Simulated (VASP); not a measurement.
A run of VASP 6.6.1 is set up as follows.

File INCAR:

```
PREC     = Accurate       # precision mode
ENCUT    = 500            # plane-wave cutoff, eV
EDIFF    = 1E-7           # SCF threshold, eV
ISMEAR   = 0              # smearing method
SIGMA    = 0.15           # smearing width, eV
LREAL    = F              # projectors in reciprocal space
LASPH    = T              # aspherical terms in the spheres
NELM     = 200            # most SCF steps
ALGO     = Normal         # electronic algorithm
ISIF     = 3              # what is computed and relaxed
LWAVE    = F              # write WAVECAR
LCHARG   = F              # write CHGCAR
GGA      = PE             # functional
IBRION   = 2              # ionic algorithm
NSW      = 36             # ionic steps
EDIFFG   = -0.08          # ionic threshold
GGA_COMPAT= F            
NELMIN   = 4            
LMAXMIX  = 6              # l up to which the mixer works
```

File KPOINTS:

```
Automatic mesh
0
Gamma
  3 3 3
```

Contents of POSCAR:

```
Nd3Si2I
1.0
   -2.8026942200      3.2986076400      4.5041181500
    2.8026942200     -3.2986076400      4.5041181500
    2.8026942200      3.2986076400     -4.5041181500
Nd Si I
3 2 1
Direct
    0.0000000000      0.5000000000      0.5000000000
    0.7235543000      0.2235543000      0.5000000000
    0.2764457000      0.7764457000      0.5000000000
    0.5000000000      0.0000000000      0.5000000000
    0.5000000000      0.5000000000      0.0000000000
    0.0000000000      0.0000000000      0.0000000000
```

Potentials or basis: VASP PAW PBE potentials, release 64 (Nd_3, Si, I), 4f in core.

Launch:

```bash
$ cat potpaw_PBE.64/Nd_3/POTCAR potpaw_PBE.64/Si/POTCAR potpaw_PBE.64/I/POTCAR > POTCAR
$ mpirun -np 1 vasp_std > vasp.out
```

What does it give for the relaxed cell?

a = 7.491 Å, b = 7.491 Å, c = 7.491 Å, α = 134.08°, β = 135.36°, γ = 65.97°.

Estimate the space group after relaxing (to 0.1 Å).

Immm (No. 71).

Estimate the relaxed volume.

34.82 Å³/atom.

The path:
```
step  energy change (eV)  largest force (eV/Å)  pressure (GPa)  volume (Å³)
   1              0.0000                9.1782           28.85       166.56
   2             -6.5165                0.7377           -3.78       290.52
   3             -6.7903                0.9256           -3.78       280.96
   4             -7.0748                1.1394           -3.76       271.79
   5             -8.6906                2.2987           -1.44       218.56
   6             -8.1712                1.4179            5.52       193.66
   7             -8.6951                2.2683           -1.01       215.13
   8             -8.7337                2.0396            0.20       208.23
   9             -8.7313                2.1185           -0.29       210.54
  10             -8.7338                2.0875           -0.11       209.65
  11             -9.4032                1.5451           -1.00       210.20
  12             -9.9056                0.6518           -1.19       209.87
  13             -8.9806                0.6885            3.18       205.45
  14             -9.9730                0.3104           -0.96       209.52
  15             -9.9804                0.2113           -0.83       209.33
  16            -10.1539                0.3636            0.70       202.88
  17            -10.1541                0.3596            0.65       203.04
  18            -10.2125                0.2851            0.24       206.51
  19            -10.2128                0.2801            0.22       206.77
  20            -10.2224                0.0845           -0.09       209.02
  21            -10.2224                0.0894           -0.08       208.97
  22            -10.2262                0.0473            0.02       208.95
```

Caveat: the k points lie up to 0.40 Å⁻¹ apart in the final cell; the volume moved by over 15 % at a fixed basis, so the end points are rough; spin-orbit coupling is left out, which moves the levels of the heavy elements; the 4f electrons are frozen in the core, so they carry no moment and show no levels; the run has no spin polarisation, though such a crystal can be magnetic; the relaxation stopped at a loose force limit of 0.08 eV/Å, so its end isn't a converged minimum. Spin polarisation is off, so any magnetic state and its effect on volume and gap are missing.
